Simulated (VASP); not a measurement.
# GaGe (F-43m) in VASP: further runs, part 2 of 2

VASP 6.6.1.

## (5) Single point, PBE-based global hybrid with 25 % exact exchange

This run uses another cell than the first one, of 24.33 Å³/atom.

Contents of POSCAR:

```
GaGe
1.0
    0.0000000000      2.8978440000      2.8978440000
    2.8978440000      0.0000000000      2.8978440000
    2.8978440000      2.8978440000      0.0000000000
Ge Ga
1 1
Direct
    0.0000000000      0.0000000000      0.0000000000
    0.2500000000      0.2500000000      0.2500000000
```

Contents of INCAR.step1:

```
SYSTEM = GaGe
ALGO = Normal ; EDIFF = 1E-5
ENCUT = 520 ; GGA = PE
ISIF = 2 ; ISMEAR = -1
LASPH = .True. ; LCHARG = .False.
LREAL = .False. ; LUSENCCL = .False.
LWAVE = .True. ; NBANDS = 20
NELM = 80 ; PREC = Accurate
SIGMA = 0.05
```

Contents of INCAR.step2:

```
SYSTEM = GaGe
AEXX = 0.25 ; ALGO = Normal
EDIFF = 1E-6 ; ENCUT = 520
GGA = PE ; ISIF = 2
ISMEAR = -1 ; ISTART = 1
LASPH = .True. ; LCHARG = .False.
LHFCALC = .True. ; LREAL = .False.
LUSENCCL = .False. ; LWAVE = .False.
NBANDS = 20 ; NELM = 80
PREC = Accurate ; PRECFOCK = Normal
SIGMA = 0.05
```

Contents of KPOINTS:

```
k-points
0
Gamma
  5 5 5
  0 0 0
```

Potentials or basis: VASP PAW PBE potentials, release 64 (Ge_d, Ga_d).

The run is started by

```sh
$ cat potpaw_PBE.64/Ge_d/POTCAR potpaw_PBE.64/Ga_d/POTCAR > POTCAR
$ cp INCAR.step1 INCAR
$ mpirun -np 1 vasp_std > vasp.out
$ cp INCAR.step2 INCAR
$ mpirun -np 1 vasp_std > vasp.out
```

OUTCAR:

```text
SYSTEM = GaGe
   AEXX = 0.25
   EDIFF = 1E-6
   ENCUT = 520
   GGA = PE
   ISIF = 2
   ISMEAR = -1
   ISTART = 1
   LASPH = .True.
   LHFCALC = .True.
   LREAL = .False.
   NELM = 80
   PREC = Accurate
   PRECFOCK = Normal

 ion  position               nearest neighbor table
   1  0.000  0.000  0.000-   2 2.51   2 2.51   2 2.51   2 2.51
   2  0.250  0.250  0.250-   1 2.51   1 2.51   1 2.51   1 2.51

  LATTYP: Found a face centered cubic cell.
 ALAT       =     5.7956880000

  Lattice vectors:

[... 407 lines left out ...]
------------------------ aborting loop because EDIFF is reached ----------------------------------------

  FORCE on cell =-STRESS in cart. coord.  units (eV):
  Direction    XX          YY          ZZ          XY          YZ          ZX
  --------------------------------------------------------------------------------------
  -------------------------------------------------------------------------------------
  Total       -0.5148514     -0.5148514     -0.5148514      0.0000000      0.0000000      0.0000000
  in kB      -16.9487418    -16.9487418    -16.9487418      0.0000000      0.0000000      0.0000000
  external PRESSURE =     -16.9487418 kB  Pullay stress =       0.0000000 kB

 VOLUME and BASIS-vectors are now :
 -----------------------------------------------------------------------------
  energy-cutoff  :      520.00
  volume of cell :       48.67
      direct lattice vectors                 reciprocal lattice vectors
     0.000000000  2.897844000  2.897844000    -0.172542069  0.172542069  0.172542069
     2.897844000  0.000000000  2.897844000     0.172542069 -0.172542069  0.172542069
     2.897844000  2.897844000  0.000000000     0.172542069  0.172542069 -0.172542069

 POSITION                                       TOTAL-FORCE (eV/Angst)
 -----------------------------------------------------------------------------------
      0.00000      0.00000      0.00000        -0.000000     -0.000000     -0.000000
      1.44892      1.44892      1.44892         0.000000      0.000000      0.000000
 -----------------------------------------------------------------------------------
    total drift:                               -0.000004     -0.000006     -0.000004

  FREE ENERGIE OF THE ION-ELECTRON SYSTEM (eV)
  ---------------------------------------------------
  free  energy   TOTEN  =        -9.0336533383 eV

  energy  without entropy=       -9.0256598259  energy(sigma->0) =       -9.02965658
```

OUTCAR.step1:

```text
SYSTEM = GaGe
   EDIFF = 1E-5
   ENCUT = 520
   GGA = PE
   ISIF = 2
   ISMEAR = -1
   LASPH = .True.
[... 433 lines left out ...]
      0.00000      0.00000      0.00000         0.000000      0.000000      0.000000
      1.44892      1.44892      1.44892        -0.000000     -0.000000     -0.000000
 -----------------------------------------------------------------------------------
    total drift:                               -0.000000     -0.000000     -0.000000

  FREE ENERGIE OF THE ION-ELECTRON SYSTEM (eV)
  ---------------------------------------------------
  free  energy   TOTEN  =        -7.1537927669 eV

  energy  without entropy=       -7.1445140191  energy(sigma->0) =       -7.14915339
```

Run time: 32 min. Hardware: 1 × NVIDIA H100 80GB with 1 thread of AMD EPYC 7R13 (Zen 3), shared host; peak memory 1.3 GiB.

What came out:

```
Free energy            : -9.0337 eV
Pressure               : -1.7 GPa
Band gap on the k mesh : zero (an odd number of electrons rules out a gap without spin polarisation)
```

Caveat: the k points lie up to 0.38 Å⁻¹ apart, too coarse for converged energies and pressures of a metal; the PAW data sets were made with another functional, which shifts forces and pressure a little.

## (6) Single point, PBE-based global hybrid with 35 % exact exchange

This run uses another cell than the first one, of 24.33 Å³/atom.

POSCAR is that of step 5.

Contents of INCAR.step1:

```
  PREC = Accurate
  ENCUT = 520
  EDIFF = 1E-5
  ISMEAR = -1
  SIGMA = 0.05
  LREAL = False
  LASPH = True
  NELM = 60
  ALGO = Normal
  ISIF = 2
  LWAVE = True
  LCHARG = False
  NBANDS = 20
  GGA = PE
  LUSENCCL = False
```

Contents of INCAR.step2:

```
  PREC = Accurate
  ENCUT = 520
  EDIFF = 1E-6
  ISMEAR = -1
  SIGMA = 0.05
  LREAL = False
  LASPH = True
  NELM = 60
  ALGO = Normal
  ISIF = 2
  LWAVE = False
  LCHARG = False
  GGA = PE
  LHFCALC = True
  AEXX = 0.35
  PRECFOCK = Normal
  NBANDS = 20
  ISTART = 1
  LUSENCCL = False
```

Contents of KPOINTS:

```
regular mesh
0
Gamma
  5 5 5
```

Potentials or basis: VASP PAW PBE potentials, release 64 (Ge_d, Ga_d).

The run is started by

```sh
$ cat potpaw_PBE.64/Ge_d/POTCAR potpaw_PBE.64/Ga_d/POTCAR > POTCAR
$ cp INCAR.step1 INCAR
$ mpirun -np 1 vasp_std > vasp.out
$ cp INCAR.step2 INCAR
$ mpirun -np 1 vasp_std > vasp.out
```

It took 32 min on 1 × NVIDIA H100 80GB with 1 thread of AMD EPYC 7R13 (Zen 3), shared host; peak memory 1.3 GiB.

Results (log left out):

* Free energy: -9.8357 eV
* Pressure: -2.3 GPa
* Band gap on the k mesh: zero (an odd number of electrons rules out a gap without spin polarisation)

Levels at points of the mesh, in eV from the Fermi level:
```csv
k point,band 11,band 12,band 13,band 14,band 15,band 16
"(0.00, 0.00, 0.00)",-12.52,2.90,2.90,2.90,3.95,6.14
```

Caveat: the k points lie up to 0.38 Å⁻¹ apart, too coarse for converged energies and pressures of a metal; the PAW data sets were made with another functional, which shifts forces and pressure a little.

## (7) Overview

```csv
level,cell,k mesh,share of exact exchange,screening parameter,gap on the mesh (eV),pressure (GPa)
PBEsol-based screened hybrid with 25 % exact exchange,"a = 4.010 Å, angles 60.0°, 2 atoms",4 × 4 × 4,0.25,0.207 1/Å,none,0.0
HSE06,"a = 4.053 Å, angles 60.0°, 2 atoms",4 × 4 × 4,0.25,0.2079 1/Å,none,0.1
PBE-based global hybrid with 10 % exact exchange,"a = 4.098 Å, angles 60.0°, 2 atoms",5 × 5 × 5,0.1,-,none,-0.7
PBE-based global hybrid with 25 % exact exchange,"a = 4.098 Å, angles 60.0°, 2 atoms",5 × 5 × 5,0.25,-,none,-1.7
PBE-based global hybrid with 35 % exact exchange,"a = 4.098 Å, angles 60.0°, 2 atoms",5 × 5 × 5,0.35,-,none,-2.3
```

Alike in all rows: task single point; potentials or basis VASP PAW PBE potentials, release 64 (Ge_d, Ga_d); no spin polarisation; cutoff (eV) 520; smearing fermi-dirac 0.05 eV.

Caveats: all runs use coarse meshes; the PAW data sets were made with another functional, which shifts forces and pressure a little.

Total energies depend on the potentials used, so only differences within one code and one set of settings carry meaning.
